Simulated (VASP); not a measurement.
# CaSe (Pm-3m) in VASP: further runs, part 2 of 2

VASP 6.6.1. Earlier steps stand in the parts before.

### 4 Single point, HSE06

The input, POSCAR:

```
CaSe
1.0
    3.6347849158      0.0000000000      0.0000000000
    0.0000000000      3.6347849158      0.0000000000
    0.0000000000      0.0000000000      3.6347849158
Ca Se
1 1
Direct
    0.0000000000      0.0000000000      0.0000000000
    0.5000000000      0.5000000000      0.5000000000
```

The input, INCAR.step1:

```
SYSTEM = CaSe
ALGO = Normal ; EDIFF = 1E-5
ENCUT = 520 ; GGA = PE
ISIF = 2 ; ISMEAR = 0
LASPH = .True. ; LCHARG = .False.
LREAL = .False. ; LWAVE = .True.
NBANDS = 15 ; NELM = 60
PREC = Accurate ; SIGMA = 0.01
```

The input, INCAR.step2:

```
SYSTEM = CaSe
ALGO = Normal ; EDIFF = 1E-6
ENCUT = 520 ; GGA = PE
HFSCREEN = 0.2079 ; ISIF = 2
ISMEAR = 0 ; ISTART = 1
LASPH = .True. ; LCHARG = .False.
LHFCALC = .True. ; LREAL = .False.
LWAVE = .False. ; NBANDS = 15
NELM = 60 ; PREC = Accurate
PRECFOCK = Normal ; SIGMA = 0.01
```

The input, KPOINTS:

```
k-points
0
Gamma
  4 4 4
  0 0 0
```

Potentials or basis: VASP PAW PBE potentials, release 64 (Ca_sv, Se).

On the command line:

```console
$ cat potpaw_PBE.64/Ca_sv/POTCAR potpaw_PBE.64/Se/POTCAR > POTCAR
$ cp INCAR.step1 INCAR
$ mpirun -np 1 vasp_std > vasp.out
$ cp INCAR.step2 INCAR
$ mpirun -np 1 vasp_std > vasp.out
```

OUTCAR:

```text
SYSTEM = CaSe
   EDIFF = 1E-6
   ENCUT = 520
   GGA = PE
   HFSCREEN = 0.2079
   ISIF = 2
   ISMEAR = 0
   ISTART = 1
   LASPH = .True.
   LHFCALC = .True.
   LREAL = .False.
   NELM = 60
   PREC = Accurate
   PRECFOCK = Normal

 ion  position               nearest neighbor table
   1  0.000  0.000  0.000-
   2  0.500  0.500  0.500-

  LATTYP: Found a simple cubic cell.
 ALAT       =     3.6347849158

  Lattice vectors:

 A1 = (   3.6347849158,   0.0000000000,   0.0000000000)
 A2 = (   0.0000000000,   3.6347849158,   0.0000000000)
 A3 = (   0.0000000000,   0.0000000000,   3.6347849158)

Analysis of symmetry for initial positions (statically):
=====================================================================
 Subroutine PRICEL returns:
 Original cell was already a primitive cell.

 Routine SETGRP: Setting up the symmetry group for a
 simple cubic supercell.

 Subroutine GETGRP returns: Found 48 space group operations
 (whereof 48 operations were pure point group operations)
 out of a pool of 48 trial point group operations.

The static configuration has the point symmetry O_h .

Analysis of symmetry for dynamics (positions and initial velocities):
=====================================================================
 Subroutine PRICEL returns:
 Original cell was already a primitive cell.

 Routine SETGRP: Setting up the symmetry group for a
 simple cubic supercell.

 Subroutine GETGRP returns: Found 48 space group operations
 (whereof 48 operations were pure point group operations)
 out of a pool of 48 trial point group operations.

The dynamic configuration has the point symmetry O_h .

 Subroutine INISYM returns: Found 48 space group operations
 (whereof 48 operations are pure point group operations),
 and found     1 'primitive' translations

----------------------------------------------------------------------------------------

                                     Primitive cell

  volume of cell :      48.0215

  direct lattice vectors                    reciprocal lattice vectors
     3.634784916  0.000000000  0.000000000     0.275119443  0.000000000  0.000000000
     0.000000000  3.634784916  0.000000000     0.000000000  0.275119443  0.000000000
     0.000000000  0.000000000  3.634784916     0.000000000  0.000000000  0.275119443

  length of vectors
     3.634784916  3.634784916  3.634784916     0.275119443  0.275119443  0.275119443

  position of ions in fractional coordinates (direct lattice)
     0.000000000  0.000000000  0.000000000
     0.500000000  0.500000000  0.500000000

  ion indices of the primitive-cell ions
   primitive index   ion index
                 1           1
                 2           2

----------------------------------------------------------------------------------------

 KPOINTS: k-points

Automatic generation of k-mesh.
 Grid dimensions read from file:
 generate k-points for:    4    4    4

 Generating k-lattice:

  Cartesian coordinates                     Fractional coordinates (reciprocal lattice)
[... 32 lines left out ...]
   ions per type =               1   1
   NGX,Y,Z   is equivalent  to a cutoff of  12.81, 12.81, 12.81 a.u.
   NGXF,Y,Z  is equivalent  to a cutoff of  25.61, 25.61, 25.61 a.u.
 SYSTEM =  CaSe
   PREC   = accura    normal or accurate (medium, high low for compatibility)
   ISTART =      1    job   : 0-new  1-cont  2-samecut
   ICHARG =      0    charge: 1-file 2-atom 10-const
   ISPIN  =      1    spin polarized calculation?
   LNONCOLLINEAR =      F non collinear calculations
   LSORBIT =      F    spin-orbit coupling
   LASPH  =      T    aspherical Exc in radial PAW
   ENCUT  =  520.0 eV  38.22 Ry    6.18 a.u.   6.76  6.76  6.76*2*pi/ulx,y,z
   NELM   =     60;   NELMIN=  2; NELMDL=  0     # of ELM steps
   EDIFF  = 0.1E-05   stopping-criterion for ELM
   LREAL  =      F    real-space projection
   EDIFFG = 0.1E-04   stopping-criterion for IOM
   NSW    =      0    number of steps for IOM
   IBRION =     -1    ionic relax: 0-MD 1-quasi-New 2-CG
   NFREE  =      0    steps in history (QN), initial steepest desc. (CG)
   ISIF   =      2    stress and relaxation
   ISYM   =      3    0-nonsym 1-usesym 2-fastsym
   POTIM  = 0.5000    time-step for ionic-motion
   TEBEG  =    0.0;   TEEND  =   0.0 temperature during run
   PSTRESS=    0.0 pullay stress
   NELECT =      16.0000    total number of electrons
   NUPDOWN=      -1.0000    fix difference up-down
   EMIN   =  10.00;   EMAX   =-10.00  energy-range for DOS
   EFERMI =   0.00;   METHOD = LEGACY
   ISMEAR =     0;   SIGMA  =   0.01  broadening in eV -4-tet -1-fermi 0-gaus
   EFERMI_NEDOS =   21; number of points for ismear=-14 and -15
   IALGO  =     38    algorithm
   IMIX   =      1    mixing-type and parameters
     AMIX     =   0.40;   BMIX     =  1.00
     AMIX_MAG =   1.60;   BMIX_MAG =  1.00
  volume/ion in A,a.u.               =      24.01       162.03
  Fermi-wavevector in a.u.,A,eV,Ry     =   1.134931  2.144709 17.525233  1.288068
  Thomas-Fermi vector in A             =   2.271635
   LORBIT       =      0    0 simple, 1 ext, 2 COOP (PROOUT), +10 PAW based schemes
   GGA     = PE    functional components
   LHFCALC =     T    Hartree Fock is set to
   PRECFOCK=normal    Normal, Fast or Accurate (Low or Medium for compatibility)
   ENCUT4O =  -1.0   cutoff for four orbital integrals eV
   NKREDX  =     1    reduce k-point grid by
   NKREDY  =     1    reduce k-point grid by
   NKREDZ  =     1    reduce k-point grid by
   AEXX    =    0.2500 exact exchange contribution
   HFSCREEN=    0.2079 screening length (either q_TF or 0.3 A-1)
   HFSCREENC=   0.2079 screening length for correlation (either q_TF or 0.3 A-1)
   ENCUTFOCK=  -1.0 apply spherical cutoff to Coloumb kernel
   IVDW    =     0    specifies the selected vdW correction
   LEPSILON=     F    determine dielectric tensor
   LRPA    =     F    only Hartree local field effects (RPA)
 non-spin polarized calculation
 Gauss-broadening in eV      SIGMA  =   0.01
  energy-cutoff  :      520.00
  volume of cell :       48.02
 maximum number of plane-waves:      1328
 NGX is ok and might be reduce to    28
  NGX = 24; NGY = 24; NGZ = 24

 number of electron      16.0000007 magnetization

 Free energy of the ion-electron system (eV)
  ---------------------------------------------------
  ext. energy  EPLUGINS =         0.00000000
  ---------------------------------------------------
  free energy    TOTEN  =        -9.89182235 eV

  energy without entropy =       -9.89182235  energy(sigma->0) =       -9.89182235

 E-fermi :   4.0004     XC(G=0):  -7.9556

 val. band max:        3.8312884677   @ k =   0.5000   0.5000   0.0000
 cond. band min:       5.3742607646   @ k =   0.5000   0.5000   0.0000
 fundamental gap:      1.5429722969
 Fermi energy:         4.0003991788

 k-point     1 :       0.0000    0.0000    0.0000
  band No.  band energies     occupation
      1     -40.7841      2.00000
      2     -20.2451      2.00000
      3     -20.2451      2.00000
      4     -20.2451      2.00000
      5     -10.4286      2.00000
      6       2.8555      2.00000
      7       2.8555      2.00000
      8       2.8555      2.00000
      9       5.8487      0.00000
     10       5.8487      0.00000
     11       6.7435      0.00000
     12       9.6121      0.00000
     13       9.6121      0.00000
     14       9.6121      0.00000
[... 149 lines left out ...]
      2     -20.3594      2.00000
      3     -20.3594      2.00000
      4     -20.3594      2.00000
      5      -8.5961      2.00000
      6      -0.1867      2.00000
      7      -0.1867      2.00000
      8      -0.1867      2.00000
      9       8.4226      0.00000
     10       8.4226      0.00000
     11       8.4226      0.00000
     12      10.8895      0.00000
     13      10.8895      0.00000
     14      11.1535      0.00000
     15      11.1535      0.00000

------------------------ aborting loop because EDIFF is reached ----------------------------------------

  FORCE on cell =-STRESS in cart. coord.  units (eV):
  Direction    XX          YY          ZZ          XY          YZ          ZX
  --------------------------------------------------------------------------------------
  -------------------------------------------------------------------------------------
  Total        0.1374807      0.1374807      0.1374807      0.0000000      0.0000000     -0.0000000
  in kB        4.5868677      4.5868677      4.5868677      0.0000000      0.0000000     -0.0000000
  external PRESSURE =       4.5868677 kB  Pullay stress =       0.0000000 kB

 VOLUME and BASIS-vectors are now :
 -----------------------------------------------------------------------------
  energy-cutoff  :      520.00
  volume of cell :       48.02
      direct lattice vectors                 reciprocal lattice vectors
     3.634784916  0.000000000  0.000000000     0.275119443  0.000000000  0.000000000
     0.000000000  3.634784916  0.000000000     0.000000000  0.275119443  0.000000000
     0.000000000  0.000000000  3.634784916     0.000000000  0.000000000  0.275119443

 POSITION                                       TOTAL-FORCE (eV/Angst)
 -----------------------------------------------------------------------------------
      0.00000      0.00000      0.00000         0.000000      0.000000      0.000000
      1.81739      1.81739      1.81739         0.000000      0.000000      0.000000
 -----------------------------------------------------------------------------------
    total drift:                                0.000001      0.000001      0.000001

  FREE ENERGIE OF THE ION-ELECTRON SYSTEM (eV)
  ---------------------------------------------------
  free  energy   TOTEN  =        -9.8918223475 eV

  energy  without entropy=       -9.8918223475  energy(sigma->0) =       -9.89182235
```

It took 16 min on 1 thread of AMD EPYC 7R13, shared host; peak memory 0.25 GiB.

What came out:

| Item | Value |
| --- | --- |
| Free energy | -9.8918 eV |
| Pressure | 0.5 GPa |
| Band gap on the k mesh | 1.54 eV |

Caveat: the k points lie up to 0.43 Å⁻¹ apart; the structure was generated, so it needn't be the stable form of CaSe; the PAW data sets were made with another functional, which shifts forces and pressure a little.

### 5 The runs side by side

```tsv
level	k mesh	grid for exact exchange (PRECFOCK)	share of exact exchange	screening parameter	gap on the mesh (eV)	pressure (GPa)
r2SCAN	4 × 4 × 4	-	-	-	1.21	0.5
PBE	6 × 6 × 6	-	-	-	0.76	0.9
HSE06	4 × 4 × 4	Normal	0.25	0.2079 1/Å	1.54	0.5
```

Alike in all rows: task single point; potentials or basis VASP PAW PBE potentials, release 64 (Ca_sv, Se); no spin polarisation; cell as given; cutoff (eV) 520; smearing gaussian 0.01 eV.

Caveats: some runs use coarse meshes; the structure was generated, so it needn't be the stable form of CaSe; the PAW data sets were made with another functional, which shifts forces and pressure a little (at least some runs); semilocal functionals underestimate gaps, and a narrow one can read as zero (at least some runs).

Absolute energies hang on the potentials; compare differences alone.
